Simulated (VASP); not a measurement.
Crystal: As3Se2.

```
As Se
1.0
     4.84107    0.00000    0.00000
    -2.42053    4.19249    0.00000
     0.00000    0.00000    5.94466
As Se
3 2
Direct
  0.00000 0.00000 0.74540
  0.00000 0.00000 0.25460
  0.66667 0.33333 0.00000
  0.66667 0.33333 0.50000
  0.33333 0.66667 0.00000
```

- Program: VASP 6.6.1
- Task: relaxation of cell and atoms
- Functional: PBE
- Potentials or basis: VASP PAW PBE potentials, release 64 (As, Se)
- Cutoff: 600 eV
- k mesh: 6 × 6 × 4
- Occupations: gaussian, width 0.1 eV
- Spin: no spin polarisation

At the start: pressure -4.7 GPa; volume 24.13 Å³/atom.

Q: Where does the relaxation end?

A: Over 13 steps the energy falls by 57.6 meV/atom and the volume is 22.28 Å³/atom (-7.7 %); space group P-6m2 (No. 187, to 0.05 Å).

Step by step:
| step | energy change (eV) | largest force (eV/Å) | pressure (GPa) | volume (Å³) |
| --- | --- | --- | --- | --- |
| 1 | 0.0000 | 0.2759 | -4.69 | 120.65 |
| 2 | -0.1976 | 0.4026 | 1.24 | 108.70 |
| 3 | -0.1993 | 0.3875 | 0.68 | 109.62 |
| 4 | -0.2406 | 0.3925 | 0.49 | 109.68 |
| 5 | -0.2630 | 0.3413 | 0.40 | 109.70 |
| 6 | -0.2241 | 0.2408 | 1.18 | 109.64 |
| 7 | -0.2665 | 0.2713 | 0.46 | 109.70 |
| 8 | -0.2668 | 0.2230 | 0.50 | 109.70 |
| 9 | -0.2766 | 0.1494 | -0.19 | 111.13 |
| 10 | -0.2784 | 0.1034 | -0.62 | 112.11 |
| 11 | -0.2857 | 0.0086 | -0.20 | 111.59 |
| 12 | -0.2871 | 0.0610 | 0.08 | 111.26 |
| 13 | -0.2879 | 0.0040 | -0.07 | 111.41 |

Final structure:
```
As Se
1.0
     4.80169    0.00000    0.00000
    -2.40085    4.15839    0.00000
     0.00000    0.00000    5.57987
As Se
3 2
Direct
  0.00000 0.00000 0.72448
  0.00000 0.00000 0.27552
  0.66667 0.33333 0.00000
  0.66667 0.33333 0.50000
  0.33333 0.66667 0.00000
```
